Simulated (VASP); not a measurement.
# I (Fmmm) in VASP: settings compared

I is run at these levels: PBEsol, PBE0; tasks: single point.

Everything below comes from runs of VASP 6.6.1. Logs are shortened: lines on timing, memory, paths and dates and some standing lists are left out, and cuts for length are marked.

### Step 1. The cell of the first run

It takes space group Fmmm (No. 69, orthorhombic). Conventional cell: a = 4.470 Å, b = 4.824 Å, c = 7.973 Å, α = 90.00°, β = 90.00°, γ = 90.00°. I (site symmetry mmm) has 16 I at 3.29 to 4.82 Å within 4.9 Å.

### Step 2. Single point, PBEsol, non-collinear spin, zero start, spin-orbit coupling

Input file INCAR:

```
ALGO = Normal
EDIFF = 1E-6
ENCUT = 520
GGA = PS
GGA_COMPAT = False
ISIF = 2
ISMEAR = -1
LASPH = True
LCHARG = False
LORBIT = 11
LORBMOM = True
LREAL = False
LSORBIT = True
LWAVE = False
MAGMOM = 0 0 0
NBANDS = 18
NELM = 150
PREC = Accurate
SIGMA = 0.05
```

Input file KPOINTS:

```
k-points
0
Gamma
  9 9 9
```

Input file POSCAR:

```
I
1.0
    0.0000000000      2.4119965442      3.9865231326
    2.2352415877      0.0000000000      3.9865231326
    2.2352415877      2.4119965442      0.0000000000
I
1
Direct
    0.0000000000      0.0000000000      0.0000000000
```

Potentials or basis: VASP PAW PBE potentials, release 64 (I).

Launch:

```
cat potpaw_PBE.64/I/POTCAR > POTCAR
mpirun -np 1 vasp_ncl > vasp.out
```

OUTCAR:

```text
EDIFF = 1E-6
   ENCUT = 520
   GGA = PS
   ISIF = 2
   ISMEAR = -1
   LASPH = True
   LORBIT = 11
   LREAL = False
   LSORBIT = True
   NELM = 150
   PREC = Accurate

 ion  position               nearest neighbor table
   1  0.000  0.000  0.000-

  LATTYP: Found a face centered orthorhombic cell.
 ALAT       =     4.4704831754
 B/A-ratio  =     1.0790764441
 C/A-ratio  =     1.7834864717

  Lattice vectors:

 A1 = (   0.0000000000,   2.4119965442,   3.9865231326)
 A2 = (   2.2352415877,   0.0000000000,   3.9865231326)
 A3 = (   2.2352415877,   2.4119965442,   0.0000000000)

Analysis of symmetry for initial positions (statically):
=====================================================================
 Subroutine PRICEL returns:
 Original cell was already a primitive cell.

 Routine SETGRP: Setting up the symmetry group for a
 face centered orthorhombic supercell.

 Subroutine GETGRP returns: Found  8 space group operations
 (whereof  8 operations were pure point group operations)
 out of a pool of  8 trial point group operations.

The static configuration has the point symmetry D_2h.

Analysis of symmetry for dynamics (positions and initial velocities):
=====================================================================
 Subroutine PRICEL returns:
 Original cell was already a primitive cell.

 Routine SETGRP: Setting up the symmetry group for a
 face centered orthorhombic supercell.

 Subroutine GETGRP returns: Found  8 space group operations
 (whereof  8 operations were pure point group operations)
 out of a pool of  8 trial point group operations.

The dynamic configuration has the point symmetry D_2h.

Analysis of structural, dynamic, and magnetic symmetry:
=====================================================================
 Subroutine PRICEL returns:
 Original cell was already a primitive cell.

 Routine SETGRP: Setting up the symmetry group for a
 face centered orthorhombic supercell.

 Subroutine GETGRP returns: Found  8 space group operations
 (whereof  8 operations were pure point group operations)
 out of a pool of  8 trial point group operations.

The overall configuration has the point symmetry D_2h.

 Subroutine INISYM returns: Found  8 space group operations
 (whereof  8 operations are pure point group operations),
 and found     1 'primitive' translations

----------------------------------------------------------------------------------------

                                     Primitive cell

  volume of cell :      42.9858

  direct lattice vectors                    reciprocal lattice vectors
     0.000000000  2.411996544  3.986523133    -0.223689467  0.207297146  0.125422576
     2.235241588  0.000000000  3.986523133     0.223689467 -0.207297146  0.125422576
     2.235241588  2.411996544  0.000000000     0.223689467  0.207297146 -0.125422576

  length of vectors
     4.659409192  4.570412634  3.288469596     0.329757346  0.329757346  0.329757346

  position of ions in fractional coordinates (direct lattice)
     0.000000000  0.000000000  0.000000000

  ion indices of the primitive-cell ions
   primitive index   ion index
                 1           1

----------------------------------------------------------------------------------------

 KPOINTS: k-points

Automatic generation of k-mesh.
 Grid dimensions read from file:
 generate k-points for:    9    9    9

 Generating k-lattice:

  Cartesian coordinates                     Fractional coordinates (reciprocal lattice)
    -0.024854385  0.023033016  0.013935842     0.111111111  0.000000000  0.000000000
     0.024854385 -0.023033016  0.013935842    -0.000000000  0.111111111 -0.000000000
     0.024854385  0.023033016 -0.013935842     0.000000000 -0.000000000  0.111111111

[... 50 lines left out ...]
   ISPIN  =      1    spin polarized calculation?
   LNONCOLLINEAR =      T non collinear calculations
   LSORBIT =      T    spin-orbit coupling
   LASPH  =      T    aspherical Exc in radial PAW
   ENCUT  =  520.0 eV  38.22 Ry    6.18 a.u.   8.66  8.50  6.11*2*pi/ulx,y,z
   NELM   =    150;   NELMIN=  2; NELMDL= -5     # of ELM steps
   EDIFF  = 0.1E-05   stopping-criterion for ELM
   LREAL  =      F    real-space projection
   EDIFFG = 0.1E-04   stopping-criterion for IOM
   NSW    =      0    number of steps for IOM
   IBRION =     -1    ionic relax: 0-MD 1-quasi-New 2-CG
   NFREE  =      0    steps in history (QN), initial steepest desc. (CG)
   ISIF   =      2    stress and relaxation
   ISYM   =      2    0-nonsym 1-usesym 2-fastsym
   POTIM  = 0.5000    time-step for ionic-motion
   TEBEG  =    0.0;   TEEND  =   0.0 temperature during run
   PSTRESS=    0.0 pullay stress
   NELECT =       7.0000    total number of electrons
   NUPDOWN=      -1.0000    fix difference up-down
   EMIN   =  10.00;   EMAX   =-10.00  energy-range for DOS
   EFERMI =   0.00;   METHOD = LEGACY
   ISMEAR =    -1;   SIGMA  =   0.05  broadening in eV -4-tet -1-fermi 0-gaus
   EFERMI_NEDOS =   21; number of points for ismear=-14 and -15
   IALGO  =     38    algorithm
   IMIX   =      4    mixing-type and parameters
     AMIX     =   0.40;   BMIX     =  1.00
     AMIX_MAG =   1.60;   BMIX_MAG =  1.00
  volume/ion in A,a.u.               =      42.99       290.08
  Fermi-wavevector in a.u.,A,eV,Ry     =   0.893989  1.689395 10.874008  0.799217
  Thomas-Fermi vector in A             =   2.016137
   LORBIT       =     11    0 simple, 1 ext, 2 COOP (PROOUT), +10 PAW based schemes
   GGA     = PS    functional components
   LHFCALC =     F    Hartree Fock is set to
   AEXX    =    0.0000 exact exchange contribution
   IVDW    =     0    specifies the selected vdW correction
   LEPSILON=     F    determine dielectric tensor
   LRPA    =     F    only Hartree local field effects (RPA)
  energy-cutoff  :      520.00
  volume of cell :       42.99
 maximum number of plane-waves:      2362
   NGX = 17   NGY = 17   NGZ = 13

 number of electron       7.0000000 magnetization       0.0000000      0.0000000      0.0000000

 number of electron       7.0000000 magnetization       0.0000000     -0.0000000      0.0000000

 number of electron       7.0000000 magnetization       0.0000000     -0.0000000     -0.0000000

 Free energy of the ion-electron system (eV)
  ---------------------------------------------------
  ext. energy  EPLUGINS =         0.00000000
  ---------------------------------------------------
  free energy    TOTEN  =        -1.81800045 eV

  energy without entropy =       -1.81178832  energy(sigma->0) =       -1.81489439

 E-fermi :   2.8763     XC(G=0):  -8.1839

 val. band max:        2.8578153927   @ k =  -0.1111   0.1111   0.1111
 cond. band min:       2.8775600998   @ k =   0.2222   0.3333   0.1111
 fundamental gap:      0.0197447071
 Fermi energy:         2.8763305382

 k-point     1 :       0.0000    0.0000    0.0000
  band No.  band energies     occupation
      1     -10.7955      1.00000
      2     -10.7955      1.00000
      3       0.8260      1.00000
      4       0.8260      1.00000
      5       3.2038      0.00143
      6       3.2038      0.00143
[... 481 lines left out ...]
      5       2.9372      0.22825
      6       2.9372      0.22825
[... 10 lines left out ...]
     17      17.3904      0.00000
     18      17.3988      0.00000

 [... further k-points ...]

------------------------ aborting loop because EDIFF is reached ----------------------------------------

  FORCE on cell =-STRESS in cart. coord.  units (eV):
  Direction    XX          YY          ZZ          XY          YZ          ZX
  --------------------------------------------------------------------------------------
  -------------------------------------------------------------------------------------
  Total       -0.7250103     -0.7908840     -0.1357727     -0.0000000      0.0000000      0.0000000
  in kB      -27.0227378    -29.4779959     -5.0605505     -0.0000000      0.0000000      0.0000000
  external PRESSURE =     -20.5204280 kB  Pullay stress =       0.0000000 kB

 VOLUME and BASIS-vectors are now :
 -----------------------------------------------------------------------------
  energy-cutoff  :      520.00
  volume of cell :       42.99
      direct lattice vectors                 reciprocal lattice vectors
     0.000000000  2.411996544  3.986523133    -0.223689467  0.207297146  0.125422576
     2.235241588  0.000000000  3.986523133     0.223689467 -0.207297146  0.125422576
     2.235241588  2.411996544  0.000000000     0.223689467  0.207297146 -0.125422576

 POSITION                                       TOTAL-FORCE (eV/Angst)
 -----------------------------------------------------------------------------------
      0.00000      0.00000      0.00000         0.000000      0.000000      0.000000
 -----------------------------------------------------------------------------------
    total drift:                                0.000000      0.000000     -0.000000

  FREE ENERGIE OF THE ION-ELECTRON SYSTEM (eV)
  ---------------------------------------------------
  free  energy   TOTEN  =        -1.8180004521 eV

  energy  without entropy=       -1.8117883248  energy(sigma->0) =       -1.81489439

 orbital moment (x)

 # of ion     p       d       tot
 ----------------------------------------
  1         0.000   0.000   0.000
 ----------------------------------------
            0.000   0.000   0.000

 orbital moment (y)

 # of ion     p       d       tot
 ----------------------------------------
  1        -0.000   0.000  -0.000
 ----------------------------------------
           -0.000   0.000  -0.000

 orbital moment (z)

 # of ion     p       d       tot
 ----------------------------------------
  1         0.000   0.000   0.000
 ----------------------------------------
            0.000   0.000   0.000

 Spin-Orbit-Coupling matrix elements

 Ion:    1  E_soc:     -0.3718001
 l=   1
     0.0000000    -0.0572155    -0.0730980
    -0.0572155     0.0000000    -0.0553657
    -0.0730980    -0.0553657     0.0000000
 l=   2
     0.0000000    -0.0000361     0.0000000    -0.0000362    -0.0000847
    -0.0000361     0.0000000    -0.0000369    -0.0000027     0.0000024
     0.0000000    -0.0000369     0.0000000    -0.0000347     0.0000000
    -0.0000362    -0.0000027    -0.0000347     0.0000000     0.0000081
    -0.0000847     0.0000024     0.0000000     0.0000081     0.0000000
 l=   3
     0.0000000     0.0000000     0.0000000     0.0000000     0.0000000     0.0000000     0.0000000
     0.0000000     0.0000000     0.0000000     0.0000000     0.0000000     0.0000000     0.0000000
     0.0000000     0.0000000     0.0000000     0.0000000     0.0000000     0.0000000     0.0000000
     0.0000000     0.0000000     0.0000000     0.0000000     0.0000000     0.0000000     0.0000000
     0.0000000     0.0000000     0.0000000     0.0000000     0.0000000     0.0000000     0.0000000
     0.0000000     0.0000000     0.0000000     0.0000000     0.0000000     0.0000000     0.0000000
     0.0000000     0.0000000     0.0000000     0.0000000     0.0000000     0.0000000     0.0000000

 total charge

# of ion       s       p       d       tot
------------------------------------------
    1        1.544   2.587   0.023   4.154

 magnetization (x)

# of ion       s       p       d       tot
------------------------------------------
    1        0.000   0.000  -0.000   0.000

 magnetization (y)

# of ion       s       p       d       tot
------------------------------------------
    1       -0.000   0.000   0.000  -0.000

 magnetization (z)

# of ion       s       p       d       tot
------------------------------------------
    1        0.000  -0.000  -0.000  -0.000
```

Wall time 4.9 min (1 thread of Intel Xeon 8259CL, shared host); peak memory 0.34 GiB.

Results:

```
Free energy                                           : -1.8180 eV
Pressure                                              : -2.1 GPa
Net moment                                            : 0.00 μB per cell
Valence electrons inside the program's atomic spheres : I 4.15
```

Moments on the atoms (μB; x, y, z):
```
I   0.00 0.00 0.00
```

Caveat: the PAW data sets were made with another functional, which shifts forces and pressure a little.

### Step 3. Single point, PBE0, non-collinear spin, zero start, spin-orbit coupling

This run uses another cell than the first one, of 40.55 Å³/atom.

Input file POSCAR:

```
I
1.0
    0.0000000000      2.3656004428      3.9098401324
    2.1922454667      0.0000000000      3.9098401324
    2.1922454667      2.3656004428      0.0000000000
I
1
Direct
    0.0000000000      0.0000000000      0.0000000000
```

Input file INCAR.step1:

```
SYSTEM = I
PREC     = Accurate       ! precision mode
ENCUT    = 520            ! plane-wave cutoff, eV
EDIFF    = 1E-5           ! SCF threshold, eV
ISMEAR   = -1             ! smearing method
SIGMA    = 0.05           ! smearing width, eV
LREAL    = .False.        ! projectors in reciprocal space
LASPH    = .True.         ! aspherical terms in the spheres
NELM     = 150            ! most SCF steps
ALGO     = Normal         ! electronic algorithm
ISIF     = 2              ! what is computed and relaxed
LWAVE    = .True.         ! write WAVECAR
LCHARG   = .False.        ! write CHGCAR
MAGMOM   = 0 0 0          ! initial moments
LORBIT   = 11             ! projections on sites
LSORBIT  = .True.         ! spin-orbit coupling
GGA_COMPAT= .False.      
LORBMOM  = .True.       
GGA      = PE             ! functional
NBANDS   = 18             ! bands
```

Input file INCAR.step2:

```
SYSTEM = I
PREC     = Accurate       ! precision mode
ENCUT    = 520            ! plane-wave cutoff, eV
EDIFF    = 1E-7           ! SCF threshold, eV
ISMEAR   = -1             ! smearing method
SIGMA    = 0.05           ! smearing width, eV
LREAL    = .False.        ! projectors in reciprocal space
LASPH    = .True.         ! aspherical terms in the spheres
NELM     = 150            ! most SCF steps
ALGO     = Normal         ! electronic algorithm
ISIF     = 2              ! what is computed and relaxed
LWAVE    = .False.        ! write WAVECAR
LCHARG   = .False.        ! write CHGCAR
MAGMOM   = 0 0 0          ! initial moments
LORBIT   = 11             ! projections on sites
LSORBIT  = .True.         ! spin-orbit coupling
GGA_COMPAT= .False.      
LORBMOM  = .True.       
GGA      = PE             ! functional
LHFCALC  = .True.         ! exact exchange
AEXX     = 0.25           ! exact-exchange fraction
PRECFOCK = Normal       
ISTART   = 1            
NBANDS   = 18             ! bands
```

Input file KPOINTS:

```
regular mesh
0
Gamma
  4 4 4
  0 0 0
```

Potentials or basis: VASP PAW PBE potentials, release 64 (I).

Launch:

```
cat potpaw_PBE.64/I/POTCAR > POTCAR
cp INCAR.step1 INCAR
mpirun -np 1 vasp_ncl > vasp.out
cp INCAR.step2 INCAR
mpirun -np 1 vasp_ncl > vasp.out
```

OUTCAR:

```text
SYSTEM = I
   PREC = Accurate
   ENCUT = 520
   EDIFF = 1E-7
   ISMEAR = -1
   LREAL = .False.
   LASPH = .True.
   NELM = 150
   ISIF = 2
   LORBIT = 11
   LSORBIT = .True.
   GGA = PE
   LHFCALC = .True.
   AEXX = 0.25
   PRECFOCK = Normal
   ISTART = 1

 ion  position               nearest neighbor table
   1  0.000  0.000  0.000-

  LATTYP: Found a face centered orthorhombic cell.
 ALAT       =     4.3844909334
 B/A-ratio  =     1.0790764441
 C/A-ratio  =     1.7834864717

  Lattice vectors:

 A1 = (   0.0000000000,   2.3656004428,   3.9098401324)
 A2 = (   2.1922454667,   0.0000000000,   3.9098401324)
 A3 = (   2.1922454667,   2.3656004428,   0.0000000000)

Analysis of symmetry for initial positions (statically):
=====================================================================
 Subroutine PRICEL returns:
 Original cell was already a primitive cell.

 Routine SETGRP: Setting up the symmetry group for a
 face centered orthorhombic supercell.

 Subroutine GETGRP returns: Found  8 space group operations
 (whereof  8 operations were pure point group operations)
 out of a pool of  8 trial point group operations.

The static configuration has the point symmetry D_2h.
[... 584 lines left out ...]

  FREE ENERGIE OF THE ION-ELECTRON SYSTEM (eV)
  ---------------------------------------------------
  free  energy   TOTEN  =        -2.6896917007 eV

  energy  without entropy=       -2.6896917006  energy(sigma->0) =       -2.68969170

 orbital moment (x)

 # of ion     p       d       tot
 ----------------------------------------
  1        -0.000  -0.000  -0.000
 ----------------------------------------
           -0.000  -0.000  -0.000

 orbital moment (y)

 # of ion     p       d       tot
 ----------------------------------------
  1        -0.000  -0.000  -0.000
 ----------------------------------------
           -0.000  -0.000  -0.000

 orbital moment (z)

 # of ion     p       d       tot
 ----------------------------------------
  1         0.000   0.000   0.000
 ----------------------------------------
            0.000   0.000   0.000

 Spin-Orbit-Coupling matrix elements

 Ion:    1  E_soc:     -0.2902291
 l=   1
     0.0000000    -0.0497479    -0.0459175
    -0.0497479     0.0000000    -0.0491363
    -0.0459175    -0.0491363     0.0000000
 l=   2
     0.0000000    -0.0000468     0.0000000    -0.0000432    -0.0001392
    -0.0000468     0.0000000    -0.0000490    -0.0000024     0.0000009
     0.0000000    -0.0000490     0.0000000    -0.0000416     0.0000000
    -0.0000432    -0.0000024    -0.0000416     0.0000000     0.0000084
    -0.0001392     0.0000009     0.0000000     0.0000084     0.0000000
 l=   3
     0.0000000     0.0000000     0.0000000     0.0000000     0.0000000     0.0000000     0.0000000
     0.0000000     0.0000000     0.0000000     0.0000000     0.0000000     0.0000000     0.0000000
     0.0000000     0.0000000     0.0000000     0.0000000     0.0000000     0.0000000     0.0000000
     0.0000000     0.0000000     0.0000000     0.0000000     0.0000000     0.0000000     0.0000000
     0.0000000     0.0000000     0.0000000     0.0000000     0.0000000     0.0000000     0.0000000
     0.0000000     0.0000000     0.0000000     0.0000000     0.0000000     0.0000000     0.0000000
     0.0000000     0.0000000     0.0000000     0.0000000     0.0000000     0.0000000     0.0000000

 total charge

# of ion       s       p       d       tot
------------------------------------------
    1        1.556   2.641   0.029   4.226

 magnetization (x)

# of ion       s       p       d       tot
------------------------------------------
    1        0.000   0.000  -0.000   0.000

 magnetization (y)

# of ion       s       p       d       tot
------------------------------------------
    1        0.000   0.000  -0.000  -0.000

 magnetization (z)

# of ion       s       p       d       tot
------------------------------------------
    1        0.000   0.000   0.000   0.000
```

Wall time 18 min (1 thread of Intel Xeon Platinum 8488C (Sapphire Rapids), shared host); peak memory 0.3 GiB.

Results:

* Free energy: -2.6897 eV
* Pressure: -2.5 GPa
* Net moment: 0.00 μB per cell
* Valence electrons inside the program's atomic spheres: I 4.23

Stress tensor (GPa, compression positive):
```
-3.40  0.00  0.00
 0.00 -4.47  0.00
 0.00  0.00  0.41
```

Moments on the atoms (μB; x, y, z):
```
I   0.00 0.00 0.00
```

Caveat: the k points lie up to 0.53 Å⁻¹ apart; the PAW data sets were made with another functional, which shifts forces and pressure a little.
